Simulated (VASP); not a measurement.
Write the native input for VASP 6.6.1 that does the following.

| Property | Result |
| --- | --- |
| Task | single point |
| Functional | r2SCAN |
| Potentials or basis | VASP PAW PBE potentials, release 64 (Zn, S) |
| Cutoff | 520 eV |
| k mesh | 12 × 12 × 4 |
| Occupations | gaussian, width 0.01 eV |
| Spin | no spin polarisation |
| Dipole correction | no |
| Further INCAR settings | ALGO = Normal; EDIFF = 1e-06; NBANDS = 26 |

ZnS:

```
Zn S
1.0
     3.80548    0.00000    0.00000
    -1.90274    3.29564    0.00000
     0.00000    0.00000    6.24405
Zn S
2 2
Direct
  0.33333 0.66667 0.00034
  0.66667 0.33333 0.50034
  0.33333 0.66667 0.37466
  0.66667 0.33333 0.87466
```

These files were run (other wordings do the same):

POSCAR

```
ZnS
1.0
    3.8054755645      0.0000000000      0.0000000000
   -1.9027377822      3.2956385124      0.0000000000
    0.0000000000      0.0000000000      6.2440483056
Zn S
2 2
Direct
    0.3333333333      0.6666666667      0.0003405378
    0.6666666667      0.3333333333      0.5003405378
    0.3333333333      0.6666666667      0.3746594622
    0.6666666667      0.3333333333      0.8746594622
```

INCAR.step1

```
SYSTEM = ZnS
ALGO = Normal
EDIFF = 1E-4
ENCUT = 520
GGA = PE
ISMEAR = 0
LASPH = .TRUE.
LCHARG = .FALSE.
LREAL = .FALSE.
LWAVE = .TRUE.
NBANDS = 26
NELM = 100
PREC = Accurate
SIGMA = 0.01
```

INCAR.step2

```
SYSTEM = ZnS
ALGO = Normal
EDIFF = 1E-6
ENCUT = 520
ISIF = 2
ISMEAR = 0
ISTART = 1
LASPH = .TRUE.
LCHARG = .TRUE.
LELF = .TRUE.
LMIXTAU = .TRUE.
LREAL = .FALSE.
LVHAR = .TRUE.
LWAVE = .FALSE.
METAGGA = R2SCAN
NBANDS = 26
NELM = 100
PREC = Accurate
SIGMA = 0.01
```

KPOINTS

```
k-points
0
G
  12 12 4
  0 0 0
```

Potentials or basis: VASP PAW PBE potentials, release 64 (Zn, S).

The run is started by

```console
$ cat potpaw_PBE.64/Zn/POTCAR potpaw_PBE.64/S/POTCAR > POTCAR
$ cp INCAR.step1 INCAR
$ mpirun -np 1 vasp_std > vasp.out
$ cp INCAR.step2 INCAR
$ mpirun -np 1 vasp_std > vasp.out
```

Results of the run:

The pressure is 0.1 GPa and the band gap on the k mesh is 2.79 eV, direct.

Caveat: the PAW data sets were made with another functional, which shifts forces and pressure a little.

Run time: 4.2 min on 1 thread of Intel(R) Xeon(R) Platinum 8488C (Sapphire Rapids), with other jobs on the host, peak memory 0.25 GiB.
